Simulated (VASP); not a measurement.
# TaN (Immm) in VASP: notebook

Runs on TaN. Level: PBEsol. Tasks: single point.

Program: VASP 6.6.1. These are calculated values, not measurements. Logs are shortened: lines on timing, memory, paths and dates and some standing lists are left out, and cuts for length are marked.

**1. The cell of the first run**

The structure is orthorhombic, space group Immm (No. 71). Conventional cell: a = 2.891 Å, b = 3.297 Å, c = 4.376 Å, α = 90.00°, β = 90.00°, γ = 90.00°. Within 2.9 Å of Ta (site symmetry mmm) lie 6 N at 2.19 Å and 2 Ta at 2.89 Å. Within 2.9 Å of N (site symmetry mmm) lie 6 Ta at 2.19 Å and 2 N at 2.89 Å.

**2. Single point, PBEsol (strain +0.1312 x Voigt [0, 0, 0, 1, 0, 0])**

File INCAR:

```
PREC = Accurate
ENCUT = 520
EDIFF = 1E-6
ISMEAR = 0
SIGMA = 0.15
LREAL = False
LASPH = True
NELM = 100
ALGO = Normal
ISIF = 2
LWAVE = False
LCHARG = False
GGA = PS
NBANDS = 15
```

File KPOINTS:

```
regular mesh
0
Gamma
  24 24 24
```

File POSCAR:

```
TaN
1.0
    0.0000000000      2.3313673182      2.3313673182
    2.1878447055      0.1435226127      2.1878447055
    2.1878447055      2.1878447055      0.1435226127
Ta N
1 1
Direct
    0.5000000000      0.5000000000      0.5000000000
    0.0000000000      0.0000000000      0.0000000000
```

Potentials or basis: VASP PAW PBE potentials, release 64 (Ta_pv, N).

Command:

```console
$ cat potpaw_PBE.64/Ta_pv/POTCAR potpaw_PBE.64/N/POTCAR > POTCAR
$ mpirun -np 1 vasp_std > vasp.out
```

OUTCAR:

```text
PREC = Accurate
   ENCUT = 520
   EDIFF = 1E-6
   ISMEAR = 0
   LREAL = False
   LASPH = True
   NELM = 100
   ISIF = 2
   GGA = PS

 ion  position               nearest neighbor table
   1  0.500  0.500  0.500-   2 2.19   2 2.19   2 2.19   2 2.19   2 2.19   2 2.19
   2  0.000  0.000  0.000-   1 2.19   1 2.19   1 2.19   1 2.19   1 2.19   1 2.19

  LATTYP: Found a body centered orthorhombic cell.
 ALAT       =     2.8911080295
 B/A-ratio  =     1.1404109589
 C/A-ratio  =     1.5134991036

  Lattice vectors:

 A1 = (  -2.1878447055,   2.1878447055,   0.1435226127)
 A2 = (  -2.1878447055,  -2.1878447055,  -0.1435226127)
 A3 = (   2.1878447055,   0.1435226127,   2.1878447055)

Analysis of symmetry for initial positions (statically):
=====================================================================
 Subroutine PRICEL returns:
 Original cell was already a primitive cell.

 Routine SETGRP: Setting up the symmetry group for a
 body centered orthorhombic supercell.

 Subroutine GETGRP returns: Found  8 space group operations
 (whereof  8 operations were pure point group operations)
 out of a pool of  8 trial point group operations.

The static configuration has the point symmetry D_2h.

Analysis of symmetry for dynamics (positions and initial velocities):
=====================================================================
 Subroutine PRICEL returns:
 Original cell was already a primitive cell.

 Routine SETGRP: Setting up the symmetry group for a
 body centered orthorhombic supercell.

 Subroutine GETGRP returns: Found  8 space group operations
 (whereof  8 operations were pure point group operations)
 out of a pool of  8 trial point group operations.

The dynamic configuration has the point symmetry D_2h.

 Subroutine INISYM returns: Found  8 space group operations
 (whereof  8 operations are pure point group operations),
 and found     1 'primitive' translations

----------------------------------------------------------------------------------------

                                     Primitive cell

  volume of cell :      20.8548

  direct lattice vectors                    reciprocal lattice vectors
     0.000000000  2.331367318  2.331367318    -0.228535416  0.214466419  0.214466419
     2.187844705  0.143522613  2.187844705     0.228535416 -0.244579854  0.244579854
     2.187844705  2.187844705  0.143522613     0.228535416  0.244579854 -0.244579854

  length of vectors
     3.297051280  3.097406601  3.097406601     0.379763250  0.414568507  0.414568507

  position of ions in fractional coordinates (direct lattice)
     0.500000000  0.500000000  0.500000000
     0.000000000  0.000000000  0.000000000

  ion indices of the primitive-cell ions
   primitive index   ion index
                 1           1
                 2           2

----------------------------------------------------------------------------------------

 KPOINTS: regular mesh

Automatic generation of k-mesh.
 Grid dimensions read from file:
 generate k-points for:   24   24   24

 Generating k-lattice:

  Cartesian coordinates                     Fractional coordinates (reciprocal lattice)
    -0.009522309  0.008936101  0.008936101     0.041666667 -0.000000000 -0.000000000
     0.009522309 -0.010190827  0.010190827     0.000000000  0.041666667 -0.000000000
     0.009522309  0.010190827 -0.010190827     0.000000000 -0.000000000  0.041666667

  Length of vectors
     0.015823469  0.017273688  0.017273688

  Shift w.r.t. Gamma in fractional coordinates (k-lattice)
     0.000000000  0.000000000  0.000000000

 Subroutine IBZKPT returns following result:
 ===========================================

 Found   1963 irreducible k-points:

 Following reciprocal coordinates:
            Coordinates               Weight
  0.000000  0.000000  0.000000      1.000000
  0.041667 -0.000000 -0.000000      4.000000
  0.083333  0.000000 -0.000000      4.000000
  0.125000 -0.000000 -0.000000      4.000000
  0.166667 -0.000000 -0.000000      4.000000
  0.208333  0.000000  0.000000      4.000000
[... 16 lines left out ...]
  0.375000  0.041667 -0.000000      8.000000
  0.416667  0.041667 -0.000000      8.000000
 [... further k-points ...]
   k-points           NKPTS =   1963   k-points in BZ     NKDIM =   1963   number of bands    NBANDS=     15
   number of dos      NEDOS =    301   number of ions     NIONS =      2
   total plane-waves  NPLWV =  16128
   dimension x,y,z NGX =    28 NGY =   24 NGZ =   24
   dimension x,y,z NGXF=    56 NGYF=   48 NGZF=   48
   ions per type =               1   1
   NGX,Y,Z   is equivalent  to a cutoff of  14.12, 12.88, 12.88 a.u.
   NGXF,Y,Z  is equivalent  to a cutoff of  28.24, 25.76, 25.76 a.u.
 SYSTEM =  unknown system
   PREC   = accura    normal or accurate (medium, high low for compatibility)
   ISTART =      0    job   : 0-new  1-cont  2-samecut
   ICHARG =      2    charge: 1-file 2-atom 10-const
   ISPIN  =      1    spin polarized calculation?
   LNONCOLLINEAR =      F non collinear calculations
   LSORBIT =      F    spin-orbit coupling
   LASPH  =      T    aspherical Exc in radial PAW
   ENCUT  =  520.0 eV  38.22 Ry    6.18 a.u.   6.13  5.76  5.76*2*pi/ulx,y,z
   NELM   =    100;   NELMIN=  2; NELMDL= -5     # of ELM steps
   EDIFF  = 0.1E-05   stopping-criterion for ELM
   LREAL  =      F    real-space projection
   EDIFFG = 0.1E-04   stopping-criterion for IOM
   NSW    =      0    number of steps for IOM
   IBRION =     -1    ionic relax: 0-MD 1-quasi-New 2-CG
   NFREE  =      0    steps in history (QN), initial steepest desc. (CG)
   ISIF   =      2    stress and relaxation
   ISYM   =      2    0-nonsym 1-usesym 2-fastsym
   POTIM  = 0.5000    time-step for ionic-motion
   TEBEG  =    0.0;   TEEND  =   0.0 temperature during run
   PSTRESS=    0.0 pullay stress
   NELECT =      16.0000    total number of electrons
   NUPDOWN=      -1.0000    fix difference up-down
   EMIN   =  10.00;   EMAX   =-10.00  energy-range for DOS
   EFERMI =   0.00;   METHOD = LEGACY
   ISMEAR =     0;   SIGMA  =   0.15  broadening in eV -4-tet -1-fermi 0-gaus
   EFERMI_NEDOS =   21; number of points for ismear=-14 and -15
   IALGO  =     38    algorithm
   IMIX   =      4    mixing-type and parameters
     AMIX     =   0.40;   BMIX     =  1.00
     AMIX_MAG =   1.60;   BMIX_MAG =  1.00
  volume/ion in A,a.u.               =      10.43        70.37
  Fermi-wavevector in a.u.,A,eV,Ry     =   1.498693  2.832119 30.559780  2.246080
  Thomas-Fermi vector in A             =   2.610419
   LORBIT       =      0    0 simple, 1 ext, 2 COOP (PROOUT), +10 PAW based schemes
   GGA     = PS    functional components
   LHFCALC =     F    Hartree Fock is set to
   AEXX    =    0.0000 exact exchange contribution
   IVDW    =     0    specifies the selected vdW correction
   LEPSILON=     F    determine dielectric tensor
   LRPA    =     F    only Hartree local field effects (RPA)
 non-spin polarized calculation
 Gauss-broadening in eV      SIGMA  =   0.15
  energy-cutoff  :      520.00
  volume of cell :       20.85
 maximum number of plane-waves:       576
 NGX is ok and might be reduce to    28
   NGX = 13   NGY = 11   NGZ = 11

 number of electron      16.0000000 magnetization

 Free energy of the ion-electron system (eV)
  ---------------------------------------------------
  ext. energy  EPLUGINS =         0.00000000
  ---------------------------------------------------
  free energy    TOTEN  =       -23.14430354 eV

  energy without entropy =      -23.13433603  energy(sigma->0) =      -23.13931979

 E-fermi :   9.4322     XC(G=0): -13.6971

 val. band max:        9.4320972704   @ k =  -0.0417   0.2917   0.0417
 cond. band min:       9.4360343270   @ k =  -0.1667   0.1667   0.0417
 fundamental gap:      0.0039370566
 Fermi energy:         9.4322101293

 k-point     1 :       0.0000    0.0000    0.0000
  band No.  band energies     occupation
      1     -26.2051      2.00000
      2     -26.1370      2.00000
      3     -25.8992      2.00000
      4      -9.3425      2.00000
      5       5.4930      2.00000
      6       5.7249      2.00000
      7       6.2887      2.00000
      8       6.4145      2.00000
      9       6.9347      2.00000
     10       8.5544      2.00000
     11       9.7312      0.00482
     12       9.8702      0.00004
     13      11.6925      0.00000
     14      19.1686      0.00000
     15      21.9747      0.00000

 k-point     2 :       0.0417   -0.0000   -0.0000
  band No.  band energies     occupation
      1     -26.2147      2.00000
      2     -26.1431      2.00000
      3     -25.9007      2.00000
      4      -9.3005      2.00000
      5       5.1974      2.00000
      6       5.4684      2.00000
      7       6.1520      2.00000
      8       6.6458      2.00000
      9       7.0971      2.00000
     10       8.6167      2.00000
     11       9.9009      0.00001
     12      10.0319      0.00000
     13      11.7863      0.00000
     14      19.2700      0.00000
     15      21.9747      0.00000

 k-point     3 :       0.0833    0.0000   -0.0000
  band No.  band energies     occupation
      1     -26.2500      2.00000
      2     -26.1540      2.00000
      3     -25.9051      2.00000
      4      -9.1762      2.00000
      5       4.5611      2.00000
      6       5.0215      2.00000
      7       5.8122      2.00000
      8       6.9689      2.00000
      9       7.4376      2.00000
     10       8.7783      2.00000
     11      10.3614      0.00000
     12      10.4697      0.00000
     13      12.0595      0.00000
     14      19.5651      0.00000
     15      21.9744      0.00000
[... 343 lines left out ...]
 k-point    23 :       0.3750    0.0417   -0.0000
  band No.  band energies     occupation
      1     -26.8669      2.00000
      2     -26.1876      2.00000
      3     -25.9830      2.00000
      4      -7.0111      2.00000
      5       0.0112      2.00000
      6       2.2766      2.00000
      7       3.3010      2.00000
      8       9.3535      1.54178
      9       9.9875      0.00000
     10      11.3253      0.00000
     11      14.7198      0.00000
     12      15.1632      0.00000
     13      15.9900      0.00000
     14      20.7012      0.00000
     15      22.0003      0.00000

 k-point    24 :       0.4167    0.0417   -0.0000
  band No.  band energies     occupation
      1     -26.9371      2.00000
      2     -26.1882      2.00000
      3     -25.9916      2.00000
      4      -6.6904      2.00000
      5      -0.4410      2.00000
      6       2.0717      2.00000
      7       3.1261      2.00000
      8       9.5171      0.42328
      9      10.6027      0.00000
     10      11.7247      0.00000
     11      14.6481      0.00000
     12      15.8538      0.00000
     13      16.4751      0.00000
     14      20.5342      0.00000
     15      21.9974      0.00000

 [... further k-points ...]
[... 5 lines left out ...]
  --------------------------------------------------------------------------------------
  -------------------------------------------------------------------------------------
  Total       -0.2153165      0.7208724      0.7208724     -0.0000000     -0.9392937      0.0000000
  in kB      -16.5417492     55.3812137     55.3812137     -0.0000000    -72.1614903      0.0000000
  external PRESSURE =      31.4068928 kB  Pullay stress =       0.0000000 kB

 VOLUME and BASIS-vectors are now :
 -----------------------------------------------------------------------------
  energy-cutoff  :      520.00
  volume of cell :       20.85
      direct lattice vectors                 reciprocal lattice vectors
     0.000000000  2.331367318  2.331367318    -0.228535416  0.214466419  0.214466419
     2.187844705  0.143522613  2.187844705     0.228535416 -0.244579854  0.244579854
     2.187844705  2.187844705  0.143522613     0.228535416  0.244579854 -0.244579854

 POSITION                                       TOTAL-FORCE (eV/Angst)
 -----------------------------------------------------------------------------------
      2.18784      2.33137      2.33137         0.000000     -0.000000     -0.000000
      0.00000      0.00000      0.00000        -0.000000      0.000000      0.000000
 -----------------------------------------------------------------------------------
    total drift:                                0.000000      0.000000      0.000000

  FREE ENERGIE OF THE ION-ELECTRON SYSTEM (eV)
  ---------------------------------------------------
  free  energy   TOTEN  =       -23.1443035399 eV

  energy  without entropy=      -23.1343360334  energy(sigma->0) =      -23.13931979
```

It took 4.9 min on 1 thread of Intel Xeon Platinum 8488C (Sapphire Rapids), shared host; peak memory 0.69 GiB.

Results:

```
Free energy            : -23.1443 eV
Pressure               : 3.1 GPa
Band gap on the k mesh : zero (band 8 reaches 11.00 eV, above the bottom of band 9 at 6.87 eV)
```

Stress tensor (GPa, compression positive):
```
-1.65  0.00  0.00
 0.00  5.54 -7.22
 0.00 -7.22  5.54
```

Levels at points of the mesh, in eV from the Fermi level:
| k point | band 5 | band 6 | band 7 | band 8 | band 9 | band 10 | band 11 | band 12 |
| --- | --- | --- | --- | --- | --- | --- | --- | --- |
| (0.00, 0.00, 0.00) | -3.94 | -3.71 | -3.14 | -3.02 | -2.50 | -0.88 | 0.30 | 0.44 |
| (0.50, 0.00, 0.00) | -10.43 | -7.60 | -6.46 | 0.15 | 2.62 | 2.63 | 4.38 | 7.25 |
| (0.00, 0.50, 0.00) | -10.30 | -8.29 | -7.42 | 1.51 | 1.76 | 3.92 | 4.28 | 8.02 |
| (0.50, 0.50, 0.00) | -6.54 | -5.48 | -4.45 | -4.44 | 1.84 | 3.65 | 3.66 | 4.63 |
| (0.00, 0.50, 0.50) | -6.51 | -5.51 | -4.96 | -3.80 | 2.51 | 3.84 | 3.88 | 4.94 |

Caveat: the cell differs from its parent crystal (strain +0.1312 x Voigt [0, 0, 0, 1, 0, 0]); the PAW data sets were made with another functional, which shifts forces and pressure a little; spin-orbit coupling is left out, which moves the levels of the heavy elements.

**3. Single point, PBEsol (strain +0.1125 x Voigt [0, 0, 0, 1, 0, 0])**

File INCAR:

```
SYSTEM = TaN
ALGO = Normal
EDIFF = 1E-6
ENCUT = 600
GGA = PS
GGA_COMPAT = .FALSE.
ISIF = 2
ISMEAR = 0
LASPH = .TRUE.
LCHARG = .FALSE.
LREAL = .FALSE.
LWAVE = .FALSE.
NBANDS = 16
NELM = 120
PREC = Accurate
SIGMA = 0.15
```

File KPOINTS:

```
k-points
0
G
  24 24 24
  0 0 0
```

File POSCAR:

```
TaN
1.0
    0.0000000000      2.3109109702      2.3109109702
    2.1878447055      0.1230662647      2.1878447055
    2.1878447055      2.1878447055      0.1230662647
Ta N
1 1
Direct
    0.5000000000      0.5000000000      0.5000000000
    0.0000000000      0.0000000000      0.0000000000
```

Potentials or basis: VASP PAW PBE potentials, release 64 (Ta_sv_GW, N).

Command:

```console
$ cat potpaw_PBE.64/Ta_sv_GW/POTCAR potpaw_PBE.64/N/POTCAR > POTCAR
$ mpirun -np 1 vasp_std > vasp.out
```

It took 6.7 min on 1 thread of Intel Xeon 6975P-C (Granite Rapids), shared host; peak memory 0.93 GiB.

The run converged. Its results:

```
Free energy            : -25.7085 eV
Pressure               : 1.7 GPa
Band gap on the k mesh : zero (band 9 reaches 15.43 eV, above the bottom of band 10 at 11.31 eV)
```

Stress tensor (GPa, compression positive):
```
-1.84  0.00  0.00
 0.00  3.41 -6.74
 0.00 -6.74  3.41
```

Levels at points of the mesh, in eV from the Fermi level:
```csv
k point,band 5,band 6,band 7,band 8,band 9,band 10,band 11,band 12,band 13,band 14
"(0.00, 0.00, 0.00)",-18.80,-3.96,-3.75,-3.29,-2.92,-2.43,-1.09,0.24,0.33,2.09
"(0.50, 0.00, 0.00)",-15.75,-10.46,-7.64,-6.68,0.38,2.51,2.53,4.23,7.29,7.68
"(0.00, 0.50, 0.00)",-15.49,-10.35,-8.25,-7.49,1.58,1.76,3.84,3.93,7.97,8.19
"(0.50, 0.50, 0.00)",-17.47,-6.57,-5.50,-4.51,-4.49,1.91,3.64,3.65,4.66,7.72
"(0.00, 0.50, 0.50)",-17.54,-6.55,-5.53,-4.94,-3.96,2.41,3.80,3.83,4.88,7.05
```

Caveat: the cell differs from its parent crystal (strain +0.1125 x Voigt [0, 0, 0, 1, 0, 0]); the PAW data sets were made with another functional, which shifts forces and pressure a little; spin-orbit coupling is left out, which moves the levels of the heavy elements.
